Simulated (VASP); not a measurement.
Crystal: NbAgC3.

```
Nb Ag C
1.0
     4.39385    0.00000    0.00000
     0.00000    4.39385    0.00000
     0.00000    0.00000    4.39385
Nb Ag C
1 1 3
Direct
  0.00000 0.00000 0.00000
  0.50000 0.50000 0.50000
  0.50000 0.50000 0.00000
  0.50000 0.00000 0.50000
  0.00000 0.50000 0.50000
```

```yaml
Program: VASP 6.6.1
Task: relaxation of cell and atoms
Functional: PBE
Potentials_or_basis: VASP PAW PBE potentials, release 64 (Nb_sv, Ag, C)
Cutoff: 600 eV
k_mesh: 4 × 4 × 4
Occupations: gaussian, width 0.1 eV
Spin: no spin polarisation
```

At the start: pressure -21.8 GPa; volume 16.97 Å³/atom.

Where does the relaxation end?

Over 3 steps the energy falls by 382.8 meV/atom and the volume is 12.61 Å³/atom (-25.7 %); space group Pm-3m (No. 221, to 0.05 Å).

Step by step:
```
step  energy change (eV)  largest force (eV/Å)  pressure (GPa)  volume (Å³)
   1              0.0000                0.0000          -21.81        84.83
   2             -1.8197                0.0000            9.13        59.51
   3             -1.9140                0.0000           -0.18        63.06
```

Final structure:
```cif
data_structure
_symmetry_space_group_name_H-M 'P 1'
_symmetry_Int_Tables_number 1
_cell_length_a 3.9802
_cell_length_b 3.9802
_cell_length_c 3.9802
_cell_angle_alpha 90.000
_cell_angle_beta 90.000
_cell_angle_gamma 90.000
_cell_volume 63.06
loop_
_atom_site_label
_atom_site_type_symbol
_atom_site_fract_x
_atom_site_fract_y
_atom_site_fract_z
_atom_site_occupancy
Nb1 Nb 0.00000 0.00000 0.00000 1
Ag1 Ag 0.50000 0.50000 0.50000 1
C1 C 0.50000 0.50000 0.00000 1
C2 C 0.50000 0.00000 0.50000 1
C3 C 0.00000 0.50000 0.50000 1
```

Caveat: the volume moved by over 15 % at a fixed basis, so the end points are rough.
